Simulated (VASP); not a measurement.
Runs of VASP 6.6.1 on GaP. The structure is that of space group R-3m (No. 166), or close to it. The cells are those of the table. 

| level | potentials or basis | cell | gap on the mesh (eV) | pressure (GPa) | largest force (eV/Å) |
| --- | --- | --- | --- | --- | --- |
| PBEsol | VASP PAW PBE potentials, release 64 (Ga_d, P) | a = 6.811 Å, angles 33.2°, 4 atoms | 0.74 | -2.9 | 0.09 |
| LDA | VASP PAW LDA potentials, release 64 (Ga_d, P) | a = 6.765 Å, angles 33.2°, 4 atoms | 0.73 | -3.4 | 0.14 |
| LDA | VASP PAW LDA potentials, release 64 (Ga_d, P) | a = 6.672 Å, angles 33.2°, 4 atoms | 0.72 | (a) | 0.26 |
| PBEsol | VASP PAW PBE potentials, release 64 (Ga_d, P) | a = 6.765 Å, angles 33.2°, 4 atoms | 0.74 | -1.5 | 0.14 |
| LDA | VASP PAW LDA potentials, release 64 (Ga_d, P) | a = 6.856 Å, angles 33.2°, 4 atoms | 0.71 | (c) | 0.04 |
| LDA | VASP PAW LDA potentials, release 64 (Ga_d, P) | a = 6.719 Å, angles 33.2°, 4 atoms | 0.73 | (b) | 0.20 |
| LDA | VASP PAW LDA potentials, release 64 (Ga_d, P) | a = 6.811 Å, angles 33.2°, 4 atoms | 0.72 | -4.7 | 0.09 |

Alike in all rows: task single point; no spin polarisation; k mesh 8 × 8 × 8; cutoff (eV) 520; smearing fermi-dirac 0.05 eV.

Task: Estimate the missing entries.

Result: (a) -0.2; (b) -1.9; (c) -5.9.

Caveats: the cell stands under tension (at least some runs); the PAW data sets were made with another functional, which shifts forces and pressure a little (at least some runs).

A k mesh can miss the band edges, and the runs leave out spin-orbit coupling on Ga.
